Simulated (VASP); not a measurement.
# SnSe2 (P-3m1) in VASP: notebook

The runs below take SnSe2 through single point, with PBE+D4.

Everything below comes from runs of VASP 6.6.1. Logs are shortened: lines on timing, memory, paths and dates and some standing lists are left out, and cuts for length are marked.

## Step 1: The cell of the first run

Symmetry: P-3m1, No. 164, trigonal system. The conventional cell has a = 3.811 Å, b = 3.811 Å, c = 6.136 Å, α = 90.00°, β = 90.00°, γ = 120.00°. Sn (site symmetry -3m) has 6 Se at 2.68 Å within 3.5 Å. Within 3.5 Å of Se (site symmetry 3m) lie 3 Sn at 2.68 Å.

## Step 2: Single point, PBE+D4

Input file INCAR:

```
SYSTEM = SnSe2
PREC = Accurate
ENCUT = 520
EDIFF = 1E-6
ISMEAR = 0
SIGMA = 0.1
LREAL = .False.
LASPH = .True.
NELM = 80
ALGO = Normal
ISIF = 2
LWAVE = .False.
LCHARG = .False.
GGA = PE
IVDW = 13
NBANDS = 20
```

Input file KPOINTS:

```
Automatic mesh
0
Gamma
  6 6 4
  0 0 0
```

Input file POSCAR:

```
SnSe2
1.0
    3.8110000000      0.0000000000      0.0000000000
   -1.9055000000      3.3004228138      0.0000000000
    0.0000000000      0.0000000000      6.1360000000
Sn Se
1 2
Direct
    0.0000000000      0.0000000000      0.0000000000
    0.3333333333      0.6666666667      0.2490000000
    0.6666666667      0.3333333333      0.7510000000
```

Potentials or basis: VASP PAW PBE potentials, release 64 (Sn_d, Se).

Launch:

```
cat potpaw_PBE.64/Sn_d/POTCAR potpaw_PBE.64/Se/POTCAR > POTCAR
mpirun -np 1 vasp_std > vasp.out
```

OUTCAR:

```text
SYSTEM = SnSe2
   PREC = Accurate
   ENCUT = 520
   EDIFF = 1E-6
   ISMEAR = 0
   LREAL = .False.
   LASPH = .True.
   NELM = 80
   ISIF = 2
   GGA = PE
   IVDW = 13

 ion  position               nearest neighbor table
   1  0.000  0.000  0.000-   2 2.68   3 2.68   2 2.68   3 2.68   3 2.68   2 2.68
   2  0.333  0.667  0.249-   1 2.68   1 2.68   1 2.68
   3  0.667  0.333  0.751-   1 2.68   1 2.68   1 2.68

  LATTYP: Found a hexagonal cell.
 ALAT       =     3.8110000000
 C/A-ratio  =     1.6100760955

  Lattice vectors:

 A1 = (   3.8110000000,   0.0000000000,   0.0000000000)
 A2 = (  -1.9055000000,   3.3004228138,   0.0000000000)
 A3 = (   0.0000000000,   0.0000000000,   6.1360000000)

Analysis of symmetry for initial positions (statically):
=====================================================================
 Subroutine PRICEL returns:
 Original cell was already a primitive cell.

 Routine SETGRP: Setting up the symmetry group for a
 hexagonal supercell.

 Subroutine GETGRP returns: Found 12 space group operations
 (whereof 12 operations were pure point group operations)
 out of a pool of 24 trial point group operations.

The static configuration has the point symmetry D_3d.

Analysis of symmetry for dynamics (positions and initial velocities):
=====================================================================
 Subroutine PRICEL returns:
 Original cell was already a primitive cell.

 Routine SETGRP: Setting up the symmetry group for a
 hexagonal supercell.

 Subroutine GETGRP returns: Found 12 space group operations
 (whereof 12 operations were pure point group operations)
 out of a pool of 24 trial point group operations.

The dynamic configuration has the point symmetry D_3d.

 Subroutine INISYM returns: Found 12 space group operations
 (whereof 12 operations are pure point group operations),
 and found     1 'primitive' translations

----------------------------------------------------------------------------------------

                                     Primitive cell

  volume of cell :      77.1781

  direct lattice vectors                    reciprocal lattice vectors
     3.811000000  0.000000000  0.000000000     0.262398321  0.151495741  0.000000000
    -1.905500000  3.300422814  0.000000000     0.000000000  0.302991482  0.000000000
     0.000000000  0.000000000  6.136000000     0.000000000  0.000000000  0.162972621

  length of vectors
     3.811000000  3.811000000  6.136000000     0.302991482  0.302991482  0.162972621

[... 80 lines left out ...]
   NELM   =     80;   NELMIN=  2; NELMDL= -5     # of ELM steps
   EDIFF  = 0.1E-05   stopping-criterion for ELM
   LREAL  =      F    real-space projection
   EDIFFG = 0.1E-04   stopping-criterion for IOM
   NSW    =      0    number of steps for IOM
   IBRION =     -1    ionic relax: 0-MD 1-quasi-New 2-CG
   NFREE  =      0    steps in history (QN), initial steepest desc. (CG)
   ISIF   =      2    stress and relaxation
   ISYM   =      2    0-nonsym 1-usesym 2-fastsym
   POTIM  = 0.5000    time-step for ionic-motion
   TEBEG  =    0.0;   TEEND  =   0.0 temperature during run
   PSTRESS=    0.0 pullay stress
   NELECT =      26.0000    total number of electrons
   NUPDOWN=      -1.0000    fix difference up-down
   EMIN   =  10.00;   EMAX   =-10.00  energy-range for DOS
   EFERMI =   0.00;   METHOD = LEGACY
   ISMEAR =     0;   SIGMA  =   0.10  broadening in eV -4-tet -1-fermi 0-gaus
   EFERMI_NEDOS =   21; number of points for ismear=-14 and -15
   IALGO  =     38    algorithm
   IMIX   =      4    mixing-type and parameters
     AMIX     =   0.40;   BMIX     =  1.00
     AMIX_MAG =   1.60;   BMIX_MAG =  1.00
  volume/ion in A,a.u.               =      25.73       173.61
  Fermi-wavevector in a.u.,A,eV,Ry     =   1.139116  2.152617 17.654722  1.297585
  Thomas-Fermi vector in A             =   2.275820
   LORBIT       =      0    0 simple, 1 ext, 2 COOP (PROOUT), +10 PAW based schemes
   GGA     = PE    functional components
   LHFCALC =     F    Hartree Fock is set to
   AEXX    =    0.0000 exact exchange contribution
   IVDW    =    13    specifies the selected vdW correction
   LEPSILON=     F    determine dielectric tensor
   LRPA    =     F    only Hartree local field effects (RPA)
 non-spin polarized calculation
 Gauss-broadening in eV      SIGMA  =   0.10
  energy-cutoff  :      520.00
  volume of cell :       77.18
 maximum number of plane-waves:      2109
   NGX = 15   NGY = 15   NGZ = 23

 number of electron      26.0000006 magnetization

 Free energy of the ion-electron system (eV)
  ---------------------------------------------------
  ext. energy  EPLUGINS =         0.00000000
  ---------------------------------------------------
  free energy    TOTEN  =       -11.73726331 eV

  energy without entropy =      -11.73726331  energy(sigma->0) =      -11.73726331

 E-fermi :   4.5675     XC(G=0):  -9.4534

 val. band max:        4.1708087132   @ k =   0.0000   0.0000   0.0000
 cond. band min:       4.9858931976   @ k =   0.5000   0.0000   0.2500
 fundamental gap:      0.8150844845
 Fermi energy:         4.5675078149

 k-point     1 :       0.0000    0.0000    0.0000
  band No.  band energies     occupation
      1     -17.0980      2.00000
      2     -17.0980      2.00000
      3     -17.0600      2.00000
      4     -17.0445      2.00000
      5     -17.0445      2.00000
      6      -9.8266      2.00000
[... 541 lines left out ...]
     19      13.1683      0.00000
     20      13.2465      0.00000

------------------------ aborting loop because EDIFF is reached ----------------------------------------

  DFT-D4 for vdW energy calculation

  Edisp (eV):   -1.18912

  FORCE on cell =-STRESS in cart. coord.  units (eV):
  Direction    XX          YY          ZZ          XY          YZ          ZX
  --------------------------------------------------------------------------------------
  -------------------------------------------------------------------------------------
  Total       1.35261     1.35261     2.03332     0.00000     0.00000     0.00000
  in kB      28.07950    28.07950    42.21068     0.00000     0.00000     0.00000
  external pressure =       32.79 kB  Pullay stress =        0.00 kB

 VOLUME and BASIS-vectors are now :
 -----------------------------------------------------------------------------
  energy-cutoff  :      520.00
  volume of cell :       77.18
      direct lattice vectors                 reciprocal lattice vectors
     3.811000000  0.000000000  0.000000000     0.262398321  0.151495741  0.000000000
    -1.905500000  3.300422814  0.000000000     0.000000000  0.302991482  0.000000000
     0.000000000  0.000000000  6.136000000     0.000000000  0.000000000  0.162972621

 POSITION                                       TOTAL-FORCE (eV/Angst)
 -----------------------------------------------------------------------------------
      0.00000      0.00000      0.00000        -0.000000      0.000000      0.000000
     -0.00000      2.20028      1.52786         0.000000      0.000000      0.807501
      1.90550      1.10014      4.60814        -0.000000      0.000000     -0.807501
 -----------------------------------------------------------------------------------
    total drift:                                0.000000      0.000000      0.000000

  FREE ENERGIE OF THE ION-ELECTRON SYSTEM (eV)
  ---------------------------------------------------
  free  energy   TOTEN  =       -12.9263783687 eV

  energy  without entropy=      -12.9263783686  energy(sigma->0) =      -12.92637837
```

OSZICAR:

```text
N       E                     dE             d eps       ncg     rms          rms(c)
DAV:   1     0.214576914526E+03    0.21458E+03   -0.12180E+04   992   0.150E+03
DAV:   2     0.134212922150E+02   -0.20116E+03   -0.19343E+03  1020   0.394E+02
DAV:   3    -0.111156164937E+02   -0.24537E+02   -0.24065E+02  1148   0.118E+02
DAV:   4    -0.119956593082E+02   -0.88004E+00   -0.87818E+00  1164   0.234E+01
DAV:   5    -0.120147027214E+02   -0.19043E-01   -0.19042E-01  1348   0.362E+00    0.523E+00
DAV:   6    -0.117576804224E+02    0.25702E+00   -0.49702E-01  1448   0.753E+00    0.338E+00
DAV:   7    -0.117369288321E+02    0.20752E-01   -0.17047E-01  1144   0.264E+00    0.102E+00
DAV:   8    -0.117367021780E+02    0.22665E-03   -0.13119E-02  1240   0.116E+00    0.292E-01
DAV:   9    -0.117372239036E+02   -0.52173E-03   -0.15934E-03  1080   0.302E-01    0.896E-02
DAV:  10    -0.117372300774E+02   -0.61738E-05   -0.11125E-04  1288   0.765E-02    0.350E-02
DAV:  11    -0.117372625411E+02   -0.32464E-04   -0.43590E-05  1064   0.366E-02    0.665E-03
DAV:  12    -0.117372633106E+02   -0.76950E-06   -0.22186E-06  1040   0.108E-02
   1 F= -.12926378E+02 E0= -.12926378E+02  d E =-.137168E-09
```

stdout:

```text
POSCAR found type information on POSCAR SnSe
 POSCAR found :  2 types and       3 ions
 scaLAPACK will be used
 LDA part: xc-table for (Slater+PW92), standard interpolation
 POSCAR, INCAR and KPOINTS ok, starting setup
 FFT: planning ... GRIDC
 FFT: planning ... GRID_SOFT
 FFT: planning ... GRID
 WAVECAR not read
 entering main loop
```

Run time: 40 s. Hardware: 1 thread of Intel Xeon 8259CL, shared host; peak memory 0.2 GiB.

Results:

```
Free energy                : -12.9264 eV
Pressure                   : 3.3 GPa
Largest force              : 0.808 eV/Å
Band gap on the k mesh     : 0.82 eV (least direct gap 1.09 eV)
Dispersion energy per atom : -0.396 eV
```

Forces in eV/Å, atoms in the order of the input:
```
Sn   0.000  0.000  0.000
Se   0.000  0.000  0.808
Se   0.000  0.000 -0.808
```

Stress tensor (GPa, compression positive):
```
2.81 0.00 0.00
0.00 2.81 0.00
0.00 0.00 4.22
```

Caveat: the cell stands under pressure; spin-orbit coupling is left out, which moves the levels of the heavy elements. A k mesh can miss the band edges.

## Step 3: Single point, PBE+D4

This run uses another cell than the first one, of 25.60 Å³/atom.

Input file INCAR:

```
  ALGO = Normal
  EDIFF = 1E-6
  ENCUT = 520
  GGA = PE
  ISIF = 2
  ISMEAR = 0
  IVDW = 13
  LASPH = T
  LCHARG = F
  LREAL = F
  LWAVE = F
  NBANDS = 20
  NELM = 100
  PREC = Accurate
  SIGMA = 0.1
```

Input file KPOINTS:

```
k-points
0
Gamma
  6 6 4
```

Input file POSCAR:

```
SnSe2
1.0
    3.8365981856      0.0000000000      0.0000000000
   -1.9182990928      3.3225914929      0.0000000000
    0.0000000000      0.0000000000      6.0244982360
Sn Se
1 2
Direct
    0.0000000000      0.0000000000      0.0000000000
    0.3333333333      0.6666666667      0.2647139289
    0.6666666667      0.3333333333      0.7352860711
```

Potentials or basis: VASP PAW PBE potentials, release 64 (Sn_d, Se).

Launch:

```
cat potpaw_PBE.64/Sn_d/POTCAR potpaw_PBE.64/Se/POTCAR > POTCAR
mpirun -np 1 vasp_std > vasp.out
```

OUTCAR:

```text
EDIFF = 1E-6
   ENCUT = 520
   GGA = PE
   ISIF = 2
   ISMEAR = 0
   IVDW = 13
   LASPH = T
   LREAL = F
   NELM = 100
   PREC = Accurate

 ion  position               nearest neighbor table
   1  0.000  0.000  0.000-   2 2.73   3 2.73   3 2.73   2 2.73   3 2.73   2 2.73
   2  0.333  0.667  0.265-   1 2.73   1 2.73   1 2.73
   3  0.667  0.333  0.735-   1 2.73   1 2.73   1 2.73

  LATTYP: Found a hexagonal cell.
 ALAT       =     3.8365981856
 C/A-ratio  =     1.5702708349

  Lattice vectors:

 A1 = (   3.8365981856,   0.0000000000,   0.0000000000)
 A2 = (  -1.9182990928,   3.3225914929,   0.0000000000)
 A3 = (   0.0000000000,   0.0000000000,   6.0244982360)

Analysis of symmetry for initial positions (statically):
=====================================================================
 Subroutine PRICEL returns:
 Original cell was already a primitive cell.

 Routine SETGRP: Setting up the symmetry group for a
 hexagonal supercell.

 Subroutine GETGRP returns: Found 12 space group operations
[... 162 lines left out ...]
  ---------------------------------------------------
  free energy    TOTEN  =       -11.79605891 eV

  energy without entropy =      -11.79605877  energy(sigma->0) =      -11.79605884

 E-fermi :   4.6461     XC(G=0):  -9.5558

 val. band max:        4.3229866831   @ k =   0.1667  -0.0000   0.0000
 cond. band min:       4.9692839073   @ k =   0.5000  -0.0000   0.2500
 fundamental gap:      0.6462972242
 Fermi energy:         4.6460779180

 k-point     1 :       0.0000    0.0000    0.0000
  band No.  band energies     occupation
      1     -16.9877      2.00000
      2     -16.9877      2.00000
      3     -16.9544      2.00000
      4     -16.9427      2.00000
      5     -16.9427      2.00000
      6      -9.5222      2.00000
[... 541 lines left out ...]
     19      13.4444      0.00000
     20      13.4673      0.00000

------------------------ aborting loop because EDIFF is reached ----------------------------------------

  DFT-D4 for vdW energy calculation

  Edisp (eV):   -1.19674

  FORCE on cell =-STRESS in cart. coord.  units (eV):
  Direction    XX          YY          ZZ          XY          YZ          ZX
  --------------------------------------------------------------------------------------
  -------------------------------------------------------------------------------------
  Total       0.06509     0.06509    -0.03949     0.00000    -0.00000    -0.00000
  in kB       1.35788     1.35788    -0.82378     0.00000    -0.00000    -0.00000
  external pressure =        0.63 kB  Pullay stress =        0.00 kB

 VOLUME and BASIS-vectors are now :
 -----------------------------------------------------------------------------
  energy-cutoff  :      520.00
  volume of cell :       76.80
      direct lattice vectors                 reciprocal lattice vectors
     3.836598186  0.000000000  0.000000000     0.260647572  0.150484946  0.000000000
    -1.918299093  3.322591493  0.000000000     0.000000000  0.300969891  0.000000000
     0.000000000  0.000000000  6.024498236     0.000000000  0.000000000  0.165988927

 POSITION                                       TOTAL-FORCE (eV/Angst)
 -----------------------------------------------------------------------------------
      0.00000      0.00000      0.00000         0.000000     -0.000000      0.000000
     -0.00000      2.21506      1.59477        -0.000000     -0.000000      0.002585
      1.91830      1.10753      4.42973        -0.000000      0.000000     -0.002585
 -----------------------------------------------------------------------------------
    total drift:                                0.000000     -0.000000     -0.000000

  FREE ENERGIE OF THE ION-ELECTRON SYSTEM (eV)
  ---------------------------------------------------
  free  energy   TOTEN  =       -12.9928026142 eV

  energy  without entropy=      -12.9928024748  energy(sigma->0) =      -12.99280254
```

OSZICAR:

```text
N       E                     dE             d eps       ncg     rms          rms(c)
DAV:   1     0.206163772581E+03    0.20616E+03   -0.12059E+04  1008   0.146E+03
DAV:   2     0.114977482869E+02   -0.19467E+03   -0.18715E+03  1028   0.398E+02
DAV:   3    -0.112442727055E+02   -0.22742E+02   -0.22282E+02  1180   0.113E+02
DAV:   4    -0.120308919381E+02   -0.78662E+00   -0.78550E+00  1152   0.220E+01
DAV:   5    -0.120481002958E+02   -0.17208E-01   -0.17207E-01  1344   0.344E+00    0.490E+00
DAV:   6    -0.118097099700E+02    0.23839E+00   -0.51700E-01  1424   0.725E+00    0.315E+00
DAV:   7    -0.117952276178E+02    0.14482E-01   -0.14379E-01  1132   0.229E+00    0.104E+00
DAV:   8    -0.117955165177E+02   -0.28890E-03   -0.11016E-02  1208   0.953E-01    0.273E-01
DAV:   9    -0.117960194702E+02   -0.50295E-03   -0.15176E-03  1100   0.286E-01    0.820E-02
DAV:  10    -0.117960301178E+02   -0.10648E-04   -0.12341E-04  1220   0.742E-02    0.322E-02
DAV:  11    -0.117960589613E+02   -0.28844E-04   -0.44367E-05  1068   0.370E-02    0.922E-03
DAV:  12    -0.117960589112E+02    0.50074E-07   -0.22897E-06  1076   0.110E-02
   1 F= -.12992803E+02 E0= -.12992803E+02  d E =-.139424E-06
```

Wall time 45 s (1 thread of Intel Xeon 8259CL, shared host); peak memory 0.21 GiB.

What came out:

```
Free energy                : -12.9928 eV
Pressure                   : 0.1 GPa
Band gap on the k mesh     : 0.65 eV (least direct gap 0.84 eV)
Dispersion energy per atom : -0.399 eV
```

Forces on the atoms (eV/Å):
```
Sn   0.000  0.000  0.000
Se   0.000  0.000  0.003
Se   0.000  0.000 -0.003
```

Caveat: semilocal functionals underestimate gaps, and a narrow one can read as zero; spin-orbit coupling is left out, which moves the levels of the heavy elements. A k mesh can miss the band edges.
